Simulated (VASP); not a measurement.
# Ga (Pm-3m) in VASP: further runs

Runs on Ga. Level: PBEsol. Tasks: single point.

Everything below comes from runs of VASP 6.6.1. Logs are shortened: lines on timing, memory, paths and dates and some standing lists are left out, and cuts for length are marked.

**1. The cell of the first run**

The structure is cubic, space group Pm-3m (No. 221). Conventional cell: a = 2.566 Å, b = 2.566 Å, c = 2.566 Å, α = 90.00°, β = 90.00°, γ = 90.00°. Within 3.4 Å of Ga (site symmetry m-3m) lie 6 Ga at 2.57 Å.

**2. Single point, PBEsol**

File INCAR:

```
ALGO     = Normal         # electronic algorithm
EDIFF    = 1E-6           # SCF threshold, eV
ENCUT    = 520            # plane-wave cutoff, eV
GGA      = PS             # functional
ISIF     = 2              # what is computed and relaxed
ISMEAR   = -1             # smearing method
LASPH    = True           # aspherical terms in the spheres
LCHARG   = False          # write CHGCAR
LREAL    = False          # projectors in reciprocal space
LWAVE    = False          # write WAVECAR
NBANDS   = 12             # bands
NELM     = 80             # most SCF steps
PREC     = Accurate       # precision mode
SIGMA    = 0.1            # smearing width, eV
```

File KPOINTS:

```
k-points
0
Gamma
  14 14 14
```

File POSCAR:

```
Ga
1.0
    2.5660898314      0.0000000000      0.0000000000
    0.0000000000      2.5660898314      0.0000000000
    0.0000000000      0.0000000000      2.5660898314
Ga
1
Direct
    0.0000000000      0.0000000000      0.0000000000
```

Potentials or basis: VASP PAW PBE potentials, release 64 (Ga_d).

The run is started by

```sh
> cat potpaw_PBE.64/Ga_d/POTCAR > POTCAR
> mpirun -np 1 vasp_std > vasp.out
```

OUTCAR:

```text
EDIFF = 1E-6
   ENCUT = 520
   GGA = PS
   ISIF = 2
   ISMEAR = -1
   LASPH = True
   LREAL = False
   NELM = 80
   PREC = Accurate

 ion  position               nearest neighbor table
   1  0.000  0.000  0.000-

  LATTYP: Found a simple cubic cell.
 ALAT       =     2.5660898314

  Lattice vectors:

 A1 = (   2.5660898314,   0.0000000000,   0.0000000000)
 A2 = (   0.0000000000,   2.5660898314,   0.0000000000)
 A3 = (   0.0000000000,   0.0000000000,   2.5660898314)

Analysis of symmetry for initial positions (statically):
=====================================================================
 Subroutine PRICEL returns:
 Original cell was already a primitive cell.

 Routine SETGRP: Setting up the symmetry group for a
 simple cubic supercell.

 Subroutine GETGRP returns: Found 48 space group operations
 (whereof 48 operations were pure point group operations)
 out of a pool of 48 trial point group operations.

The static configuration has the point symmetry O_h .

Analysis of symmetry for dynamics (positions and initial velocities):
=====================================================================
 Subroutine PRICEL returns:
 Original cell was already a primitive cell.

 Routine SETGRP: Setting up the symmetry group for a
 simple cubic supercell.

 Subroutine GETGRP returns: Found 48 space group operations
 (whereof 48 operations were pure point group operations)
 out of a pool of 48 trial point group operations.

The dynamic configuration has the point symmetry O_h .

 Subroutine INISYM returns: Found 48 space group operations
 (whereof 48 operations are pure point group operations),
 and found     1 'primitive' translations

----------------------------------------------------------------------------------------

                                     Primitive cell

  volume of cell :      16.8972

  direct lattice vectors                    reciprocal lattice vectors
     2.566089831  0.000000000  0.000000000     0.389697971  0.000000000  0.000000000
     0.000000000  2.566089831  0.000000000     0.000000000  0.389697971  0.000000000
     0.000000000  0.000000000  2.566089831     0.000000000  0.000000000  0.389697971

  length of vectors
     2.566089831  2.566089831  2.566089831     0.389697971  0.389697971  0.389697971

  position of ions in fractional coordinates (direct lattice)
     0.000000000  0.000000000  0.000000000

  ion indices of the primitive-cell ions
   primitive index   ion index
                 1           1

[... 78 lines left out ...]
   ISYM   =      2    0-nonsym 1-usesym 2-fastsym
   POTIM  = 0.5000    time-step for ionic-motion
   TEBEG  =    0.0;   TEEND  =   0.0 temperature during run
   PSTRESS=    0.0 pullay stress
   NELECT =      13.0000    total number of electrons
   NUPDOWN=      -1.0000    fix difference up-down
   EMIN   =  10.00;   EMAX   =-10.00  energy-range for DOS
   EFERMI =   0.00;   METHOD = LEGACY
   ISMEAR =    -1;   SIGMA  =   0.10  broadening in eV -4-tet -1-fermi 0-gaus
   EFERMI_NEDOS =   21; number of points for ismear=-14 and -15
   IALGO  =     38    algorithm
   IMIX   =      4    mixing-type and parameters
     AMIX     =   0.40;   BMIX     =  1.00
     AMIX_MAG =   1.60;   BMIX_MAG =  1.00
  volume/ion in A,a.u.               =      16.90       114.03
  Fermi-wavevector in a.u.,A,eV,Ry     =   1.500090  2.834760 30.616798  2.250271
  Thomas-Fermi vector in A             =   2.611636
   LORBIT       =      0    0 simple, 1 ext, 2 COOP (PROOUT), +10 PAW based schemes
   GGA     = PS    functional components
   LHFCALC =     F    Hartree Fock is set to
   AEXX    =    0.0000 exact exchange contribution
   IVDW    =     0    specifies the selected vdW correction
   LEPSILON=     F    determine dielectric tensor
   LRPA    =     F    only Hartree local field effects (RPA)
 non-spin polarized calculation
  energy-cutoff  :      520.00
  volume of cell :       16.90
 maximum number of plane-waves:       480
 NGX is ok and might be reduce to    20
   NGX =  9   NGY =  9   NGZ =  9

 number of electron      13.0000002 magnetization

 Free energy of the ion-electron system (eV)
  ---------------------------------------------------
  ext. energy  EPLUGINS =         0.00000000
  ---------------------------------------------------
  free energy    TOTEN  =        -3.23492246 eV

  energy without entropy =       -3.22264329  energy(sigma->0) =       -3.22878287

 E-fermi :   6.1344     XC(G=0): -11.6450

 val. band max:        6.1341400923   @ k =   0.4286   0.3571   0.2143
 cond. band min:       6.2303295512   @ k =   0.3571   0.2857   0.0714
 fundamental gap:      0.0961894589
 Fermi energy:         6.1344307100

 k-point     1 :       0.0000    0.0000    0.0000
  band No.  band energies     occupation
      1      -9.1898      2.00000
      2      -9.1898      2.00000
      3      -8.4193      2.00000
      4      -8.4193      2.00000
      5      -8.4193      2.00000
      6      -5.6601      2.00000
      7      16.3157      0.00000
      8      16.3157      0.00000
      9      16.3157      0.00000
     10      19.2315      0.00000
     11      19.2315      0.00000
     12      22.5896      0.00000
[... 331 lines left out ...]
 k-point    24 :       0.3571    0.2143    0.0000
  band No.  band energies     occupation
      1      -9.0279      2.00000
      2      -8.7449      2.00000
      3      -8.6671      2.00000
      4      -8.5818      2.00000
      5      -8.4837      2.00000
      6      -1.5962      2.00000
      7       5.4395      1.99808
      8      12.1309      0.00000
      9      19.1690      0.00000
     10      20.3441      0.00000
     11      23.6843      0.00000
     12      28.9189      0.00000

 [... further k-points ...]

------------------------ aborting loop because EDIFF is reached ----------------------------------------

  FORCE on cell =-STRESS in cart. coord.  units (eV):
  Direction    XX          YY          ZZ          XY          YZ          ZX
  --------------------------------------------------------------------------------------
  -------------------------------------------------------------------------------------
  Total        0.8527705      0.8527705      0.8527705     -0.0000000      0.0000000     -0.0000000
  in kB       80.8587788     80.8587788     80.8587788     -0.0000000      0.0000000     -0.0000000
  external PRESSURE =      80.8587788 kB  Pullay stress =       0.0000000 kB

 VOLUME and BASIS-vectors are now :
 -----------------------------------------------------------------------------
  energy-cutoff  :      520.00
  volume of cell :       16.90
      direct lattice vectors                 reciprocal lattice vectors
     2.566089831  0.000000000  0.000000000     0.389697971  0.000000000  0.000000000
     0.000000000  2.566089831  0.000000000     0.000000000  0.389697971  0.000000000
     0.000000000  0.000000000  2.566089831     0.000000000  0.000000000  0.389697971

 POSITION                                       TOTAL-FORCE (eV/Angst)
 -----------------------------------------------------------------------------------
      0.00000      0.00000      0.00000         0.000000      0.000000      0.000000
 -----------------------------------------------------------------------------------
    total drift:                                0.000000      0.000000      0.000000

  FREE ENERGIE OF THE ION-ELECTRON SYSTEM (eV)
  ---------------------------------------------------
  free  energy   TOTEN  =        -3.2349224607 eV

  energy  without entropy=       -3.2226432891  energy(sigma->0) =       -3.22878287
```

OSZICAR:

```text
N       E                     dE             d eps       ncg     rms          rms(c)
DAV:   1     0.431162037383E+02    0.43116E+02   -0.67367E+03  3112   0.195E+03
DAV:   2    -0.122153030579E+01   -0.44338E+02   -0.42320E+02  3060   0.265E+02
DAV:   3    -0.327146115573E+01   -0.20499E+01   -0.20463E+01  3320   0.462E+01
DAV:   4    -0.328808357446E+01   -0.16622E-01   -0.16621E-01  3348   0.434E+00
DAV:   5    -0.328827003341E+01   -0.18646E-03   -0.18646E-03  3368   0.427E-01    0.127E+00
DAV:   6    -0.324307857352E+01    0.45191E-01   -0.87830E-02  3572   0.631E+00    0.565E-01
DAV:   7    -0.323596262196E+01    0.71160E-02   -0.98082E-03  3640   0.181E+00    0.174E-01
DAV:   8    -0.323492148481E+01    0.10411E-02   -0.99367E-04  3572   0.547E-01    0.124E-02
DAV:   9    -0.323492284228E+01   -0.13575E-05   -0.87481E-06  3236   0.372E-02    0.394E-03
DAV:  10    -0.323492246071E+01    0.38157E-06   -0.65425E-07  2404   0.160E-02
   1 F= -.32349225E+01 E0= -.32287829E+01  d E =-.122792E-01
```

stdout:

```text
POSCAR found type information on POSCAR Ga
 POSCAR found :  1 types and       1 ions
 scaLAPACK will be used
 -----------------------------------------------------------------------------
|                                                                             |
|                                                                             |
|     You enforced a specific xc type in the INCAR file but a different       |
|     I HOPE YOU KNOW WHAT YOU ARE DOING!                                     |
|                                                                             |
 -----------------------------------------------------------------------------

 LDA part: xc-table for (Slater+PW92), standard interpolation
 POSCAR, INCAR and KPOINTS ok, starting setup
 FFT: planning ... GRIDC
 FFT: planning ... GRID_SOFT
 FFT: planning ... GRID
 WAVECAR not read
 entering main loop
```

Wall time 21 s (1 thread of Intel Xeon 8259CL, shared host); peak memory 0.14 GiB.

What came out:

```yaml
Free_energy: -3.2349 eV
Pressure: 8.1 GPa
```

Caveat: the PAW data sets were made with another functional, which shifts forces and pressure a little.

**3. Single point, PBEsol**

File INCAR:

```
  PREC = Accurate
  ENCUT = 520
  EDIFF = 1E-6
  ISMEAR = -1
  SIGMA = 0.1
  LREAL = F
  LASPH = T
  NELM = 80
  ALGO = Normal
  ISIF = 2
  LWAVE = F
  LCHARG = F
  GGA = PS
  NBANDS = 12
```

File KPOINTS:

```
Automatic mesh
0
Gamma
  14 14 14
```

File POSCAR:

```
Ga
1.0
    2.5664787711      0.0000000000      0.0000000000
    0.0000000000      2.5664787711      0.0000000000
    0.0000000000      0.0000000000      2.5664787711
Ga
1
Direct
    0.0000000000      0.0000000000      0.0000000000
```

Potentials or basis: VASP PAW PBE potentials, release 64 (Ga_d).

The run is started by

```sh
> cat potpaw_PBE.64/Ga_d/POTCAR > POTCAR
> mpirun -np 1 vasp_std > vasp.out
```

OUTCAR:

```text
PREC = Accurate
   ENCUT = 520
   EDIFF = 1E-6
   ISMEAR = -1
   LREAL = F
   LASPH = T
   NELM = 80
   ISIF = 2
   GGA = PS

 ion  position               nearest neighbor table
   1  0.000  0.000  0.000-

  LATTYP: Found a simple cubic cell.
 ALAT       =     2.5664787711

  Lattice vectors:

 A1 = (   2.5664787711,   0.0000000000,   0.0000000000)
 A2 = (   0.0000000000,   2.5664787711,   0.0000000000)
 A3 = (   0.0000000000,   0.0000000000,   2.5664787711)

Analysis of symmetry for initial positions (statically):
=====================================================================
 Subroutine PRICEL returns:
 Original cell was already a primitive cell.

 Routine SETGRP: Setting up the symmetry group for a
 simple cubic supercell.

 Subroutine GETGRP returns: Found 48 space group operations
 (whereof 48 operations were pure point group operations)
 out of a pool of 48 trial point group operations.

The static configuration has the point symmetry O_h .

Analysis of symmetry for dynamics (positions and initial velocities):
=====================================================================
[... 159 lines left out ...]
 cond. band min:       6.2258912995   @ k =   0.3571   0.2857   0.0714
 fundamental gap:      0.0960986019
 Fermi energy:         6.1299947449

 k-point     1 :       0.0000    0.0000    0.0000
  band No.  band energies     occupation
      1      -9.1932      2.00000
      2      -9.1932      2.00000
      3      -8.4236      2.00000
      4      -8.4236      2.00000
      5      -8.4236      2.00000
      6      -5.6610      2.00000
      7      16.3078      0.00000
      8      16.3078      0.00000
      9      16.3078      0.00000
     10      19.2237      0.00000
     11      19.2237      0.00000
     12      22.5791      0.00000
[... 331 lines left out ...]
 k-point    24 :       0.3571    0.2143    0.0000
  band No.  band energies     occupation
      1      -9.0315      2.00000
      2      -8.7488      2.00000
      3      -8.6710      2.00000
      4      -8.5859      2.00000
      5      -8.4879      2.00000
      6      -1.5987      2.00000
      7       5.4353      1.99808
      8      12.1241      0.00000
      9      19.1611      0.00000
     10      20.3343      0.00000
     11      23.6752      0.00000
     12      28.9079      0.00000

 [... further k-points ...]
[... 5 lines left out ...]
  --------------------------------------------------------------------------------------
  -------------------------------------------------------------------------------------
  Total        0.8485989      0.8485989      0.8485989     -0.0000000     -0.0000000      0.0000000
  in kB       80.4266532     80.4266532     80.4266532     -0.0000000     -0.0000000      0.0000000
  external PRESSURE =      80.4266532 kB  Pullay stress =       0.0000000 kB

 VOLUME and BASIS-vectors are now :
 -----------------------------------------------------------------------------
  energy-cutoff  :      520.00
  volume of cell :       16.90
      direct lattice vectors                 reciprocal lattice vectors
     2.566478771  0.000000000  0.000000000     0.389638914  0.000000000  0.000000000
     0.000000000  2.566478771  0.000000000     0.000000000  0.389638914  0.000000000
     0.000000000  0.000000000  2.566478771     0.000000000  0.000000000  0.389638914

 POSITION                                       TOTAL-FORCE (eV/Angst)
 -----------------------------------------------------------------------------------
      0.00000      0.00000      0.00000         0.000000      0.000000      0.000000
 -----------------------------------------------------------------------------------
    total drift:                                0.000000      0.000000      0.000000

  FREE ENERGIE OF THE ION-ELECTRON SYSTEM (eV)
  ---------------------------------------------------
  free  energy   TOTEN  =        -3.2353113629 eV

  energy  without entropy=       -3.2230249775  energy(sigma->0) =       -3.22916817
```

OSZICAR:

```text
N       E                     dE             d eps       ncg     rms          rms(c)
DAV:   1     0.441343699707E+02    0.44134E+02   -0.67196E+03  3112   0.193E+03
DAV:   2    -0.116275874972E+01   -0.45297E+02   -0.43298E+02  3016   0.265E+02
DAV:   3    -0.327096003227E+01   -0.21082E+01   -0.21032E+01  3368   0.466E+01
DAV:   4    -0.328842538264E+01   -0.17465E-01   -0.17463E-01  3300   0.447E+00
DAV:   5    -0.328860787143E+01   -0.18249E-03   -0.18249E-03  3348   0.427E-01    0.127E+00
DAV:   6    -0.324345638079E+01    0.45151E-01   -0.87760E-02  3572   0.631E+00    0.565E-01
DAV:   7    -0.323635010769E+01    0.71063E-02   -0.98029E-03  3644   0.181E+00    0.174E-01
DAV:   8    -0.323531036711E+01    0.10397E-02   -0.99085E-04  3556   0.547E-01    0.124E-02
DAV:   9    -0.323531174574E+01   -0.13786E-05   -0.88889E-06  3228   0.375E-02    0.394E-03
DAV:  10    -0.323531136294E+01    0.38279E-06   -0.66011E-07  2356   0.160E-02
   1 F= -.32353114E+01 E0= -.32291682E+01  d E =-.122864E-01
```

It took 23 s on 1 thread of Intel Xeon 8259CL, shared host; peak memory 0.14 GiB.

What came out:

```yaml
Free_energy: -3.2353 eV
Pressure: 8.0 GPa
```

Caveat: the PAW data sets were made with another functional, which shifts forces and pressure a little.
